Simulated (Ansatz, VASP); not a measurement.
Two plane-wave programs on RbOs

Contents of INCAR:

```
PREC = Accurate ; ENCUT = 600
EDIFF = 1E-6 ; ISMEAR = 0
SIGMA = 0.1 ; LREAL = F
LASPH = T ; NELM = 80
ALGO = Normal ; ISIF = 3
LWAVE = F ; LCHARG = F
GGA = PE ; IBRION = 2
NSW = 90 ; EDIFFG = -0.04
```

File KPOINTS:

```
regular mesh
0
Gamma
  4 6 4
```

Contents of POSCAR:

```
RbOs
1.0
    5.4450969735      0.0000000000      0.0000000000
    0.0000000000      3.6033729971      0.0000000000
    0.0000000000      0.0000000000      5.5594897670
Rb Os
2 2
Direct
    0.7500000000      0.0000000000      0.6870000000
    0.2500000000      0.0000000000      0.3130000000
    0.7500000000      0.5000000000      0.1880000000
    0.2500000000      0.5000000000      0.8120000000
```

Input for Ansatz:

```yaml
crystal:
  lattice:
    - [5.4450969735, 0.0, 0.0]
    - [0.0, 3.6033729971, 0.0]
    - [0.0, 0.0, 5.559489767]
  atoms:
    - { symbol: Rb, position: [0.75, 0.0, 0.687] }
    - { symbol: Rb, position: [0.25, 0.0, 0.313] }
    - { symbol: Os, position: [0.75, 0.5, 0.188] }
    - { symbol: Os, position: [0.25, 0.5, 0.812] }
basis:
  ecutwfc: 420
kpoints:
  mp_grid: { grid: [4, 6, 4] }
hamiltonian:
  xc: pbe
scf:
  occupations: { method: gaussian, width: 0.1 }
  lower_state_search: "off"
output:
  forces: true
  stress: true
  eigenvalues: true
relax:
  adjacent_minimum: "off"
  f_tol: 0.04
  max_steps: 70
  cell: { stress_tol: 0.4 }
```

Alike in both runs: task relaxation of cell and atoms; functional PBE; k mesh 4 × 6 × 4; occupations gaussian, width 0.1 eV; no spin polarisation.

|  | VASP | Ansatz |
| --- | --- | --- |
| version | VASP 6.6.1 | Ansatz 0.2.0 |
| potentials or method | VASP PAW PBE potentials, release 64 (Rb_sv, Os), cutoff 600 eV | scalar-relativistic, plane waves, PAW |
| valence electrons in the cell | 34 | 50 |

Ansatz gave:

| Item | Value |
| --- | --- |
| gap on the k mesh at the Fermi level, each at its own relaxed structure (eV) | none |
| relaxed volume (Å³/atom) | 33.70 |
| relaxed length of the cell vector where the two differ most in proportion (Å) | 10.721 |

Problem. Which values does VASP return?

Solution. gap on the k mesh at the Fermi level, each at its own relaxed structure (eV): none; relaxed volume (Å³/atom): 31.68; relaxed length of the cell vector where the two differ most in proportion (Å): 10.017.

A gap of «none» marks a metal or a gap that the smearing closes. One of these differences is far larger than is usual between the two programs; its cause wasn't traced. VASP's potentials hold 34 valence electrons a cell and Ansatz's 50, so a difference there can come from the potentials and not from the codes.

Spin-orbit coupling is off throughout. Noted on VASP's run: the volume moved by over 15 % at a fixed basis, so the end points are rough.
